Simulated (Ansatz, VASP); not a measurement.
**One calculation of BN, two programs**

Contents of INCAR:

```
PREC     = Accurate       # precision mode
ENCUT    = 520            # plane-wave cutoff, eV
EDIFF    = 1E-7           # SCF threshold, eV
ISMEAR   = 0              # smearing method
SIGMA    = 0.02           # smearing width, eV
LREAL    = False          # projectors in reciprocal space
LASPH    = True           # aspherical terms in the spheres
NELM     = 80             # most SCF steps
ALGO     = Normal         # electronic algorithm
ISIF     = 2              # what is computed and relaxed
LWAVE    = False          # write WAVECAR
LCHARG   = True           # write CHGCAR
GGA      = PS             # functional
LELF     = True           # ELF
LVHAR    = True         
NBANDS   = 16             # bands
```

The input KPOINTS:

```
Automatic mesh
0
Gamma
  12 12 4
```

POSCAR

```
BN
1.0
    2.5518400432      0.0223138855      0.0207074866
   -1.2565956299      2.1399152225     -0.0060062986
    0.0551925000      0.0133800000      6.5812875000
B N
2 2
Direct
   -0.0164816350      0.0152917414      0.4994424514
    0.3528357149      0.6623008837     -0.0047443946
    0.0047827737      0.0063623581     -0.0034215247
    0.6588631464      0.3160450168      0.5087234679
```

Input for Ansatz:

```yaml
crystal:
  lattice:
    - [2.5518400432, 0.0223138855, 0.0207074866]
    - [-1.2565956299, 2.1399152225, -0.0060062986]
    - [0.0551925, 0.01338, 6.5812875]
  atoms:
    - { symbol: B, position: [-0.016481635, 0.0152917414, 0.4994424514] }
    - { symbol: B, position: [0.3528357149, 0.6623008837, -0.0047443946] }
    - { symbol: "N", position: [0.0047827737, 0.0063623581, -0.0034215247] }
    - { symbol: "N", position: [0.6588631464, 0.3160450168, 0.5087234679] }
basis:
  ecutwfc: 420
kpoints:
  mp_grid: { grid: [12, 12, 4] }
hamiltonian:
  xc: pbesol
scf:
  occupations: { method: gaussian, width: 0.02 }
output:
  forces: true
  stress: true
  eigenvalues: true
  populations: true
```

Change from the starting cell: all atoms moved at random, cell strained at random.

Alike in both runs: task single point; functional PBEsol; k mesh 12 × 12 × 4; occupations gaussian, width 0.02 eV; no spin polarisation.

|  | VASP | Ansatz |
| --- | --- | --- |
| version | VASP 6.6.1 | Ansatz 0.2.0 |
| potentials or method | VASP PAW PBE potentials, release 64 (B, N), cutoff 520 eV | scalar-relativistic, plane waves, PAW |
| valence electrons in the cell | 16 | 16 |

Ansatz gave:

| Item | Value |
| --- | --- |
| gap on the k mesh at the Fermi level (eV) | 4.01 |
| least direct gap on the mesh (eV) | 4.43 |
| pressure (GPa) | -1.3 |
| traceless stress, the component that is largest in VASP (GPa) | -7.97 |
| rms of the force components (eV/Å) | 1.912 |

Question: Which values does VASP return?

Answer: gap on the k mesh at the Fermi level (eV): 4.00; least direct gap on the mesh (eV): 4.42; pressure (GPa): -1.1; traceless stress, the component that is largest in VASP (GPa): -8.00; rms of the force components (eV/Å): 1.911.

VASP's potentials were made for PBE, not for PBEsol. Atom by atom the forces differ by 0.003 eV/Å (rms over components).
